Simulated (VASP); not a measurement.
Write the native input for VASP 6.6.1 that does the following.

```yaml
Task: single point
Functional: PBEsol
Dispersion: D3(BJ)
Potentials_or_basis: VASP PAW PBE potentials, release 64 (Ta_pv, C)
Cutoff: 600 eV
k_mesh: 5 × 5 × 5
Occupations: fermi-dirac, width 0.1 eV
Spin: no spin polarisation
Dipole_correction: no
Further_INCAR_settings: ALGO = Normal; EDIFF = 1e-06; NBANDS = 14
```

The structure of TaC lies in POSCAR:

```
TaC
1.0
    0.0000000000      2.2230000000      2.2230000000
    2.2230000000      0.0000000000      2.2230000000
    2.2230000000      2.2230000000      0.0000000000
Ta C
1 1
Direct
    0.0000000000      0.0000000000      0.0000000000
    0.5000000000      0.5000000000      0.5000000000
```

These files were run (other wordings do the same):

INCAR

```
SYSTEM = TaC
PREC = Accurate
ENCUT = 600
EDIFF = 1E-6
ISMEAR = -1
SIGMA = 0.1
LREAL = .False.
LASPH = .True.
NELM = 120
ALGO = Normal
ISIF = 2
LWAVE = .False.
LCHARG = .True.
GGA = PS
IVDW = 12
LELF = .True.
LVHAR = .True.
NBANDS = 14
GGA_COMPAT = .False.
```

KPOINTS

```
Automatic mesh
0
Gamma
  5 5 5
  0 0 0
```

Potentials or basis: VASP PAW PBE potentials, release 64 (Ta_pv, C).

Command:

```sh
$ cat potpaw_PBE.64/Ta_pv/POTCAR potpaw_PBE.64/C/POTCAR > POTCAR
$ mpirun -np 1 vasp_std > vasp.out
```

Results of the run:

```yaml
Pressure: -7.5 GPa
Dispersion_energy_per_atom: -0.461 eV
```

Caveat: the k points lie up to 0.49 Å⁻¹ apart; the PAW data sets were made with another functional, which shifts forces and pressure a little; pairwise dispersion overbinds metals, which lowers pressure and volume.

It took 7.8 s on 1 thread of Intel(R) Xeon(R) 6975P-C (Granite Rapids), with other jobs on the host, peak memory 0.16 GiB.
